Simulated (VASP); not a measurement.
**O: single point with PBEsol**

O:

```xyz
2
Lattice="0.0000 1.6974 4.5785 1.7032 0.0000 4.5785 1.7032 1.6974 0.0000" Properties=species:S:1:pos:R:3 pbc="T T T"
O     1.7032    1.6974    0.6926
O     1.7032    1.6974    8.4644
```

This cell differs from its parent crystal: atoms shifted along a free coordinate.

```yaml
Program: VASP 6.6.1
Task: single point
Functional: PBEsol
Potentials_or_basis: VASP PAW PBE potentials, release 64 (O)
Cutoff: 600 eV
k_mesh: 20 × 20 × 20
Occupations: gaussian, width 0.15 eV
Spin: no spin polarisation
```

```yaml
Pressure: -21.1 GPa
Largest_force: 6.892 eV/Å
Band_gap_on_the_k_mesh: zero (bands 6 and 7 overlap by 2.45 eV)
```

Forces on the atoms (eV/Å):
```
O    0.000  0.000 -6.892
O    0.000  0.000  6.892
```

Stress tensor (GPa, compression positive):
```
 -2.54   0.00   0.00
  0.00  -2.50   0.00
  0.00   0.00 -58.33
```

Levels at points of the mesh, in eV from the Fermi level:
| k point | band 3 | band 4 | band 5 | band 6 | band 7 | band 8 | band 9 | band 10 |
| --- | --- | --- | --- | --- | --- | --- | --- | --- |
| (0.00, 0.00, 0.00) | -6.79 | -2.63 | -2.62 | 1.38 | 1.39 | 6.06 | 9.19 | 12.48 |
| (0.50, 0.00, 0.00) | -6.93 | -5.72 | -2.20 | -1.90 | 1.71 | 6.07 | 13.90 | 14.20 |
| (0.50, 0.50, 0.00) | -6.27 | -2.64 | -2.63 | 1.41 | 1.41 | 4.16 | 11.15 | 11.51 |
| (0.50, 0.00, 0.50) | -5.83 | -5.81 | -5.10 | -1.11 | -0.99 | 6.63 | 12.23 | 17.22 |
| (0.00, 0.50, 0.50) | -5.85 | -5.79 | -5.10 | -1.09 | -1.01 | 6.63 | 12.23 | 17.23 |

It took 4.3 min on 1 thread of AMD EPYC 9R45 (Zen 5) (shared host), peak memory 0.43 GiB.

Caveat: the cell differs from its parent crystal (atoms shifted along a free coordinate); the stress differs along the axes, from -58 to -2 GPa; this functional lacks dispersion, which holds the molecules together, so the pressure and a relaxed volume are unreliable; the PAW data sets were made with another functional, which shifts forces and pressure a little.
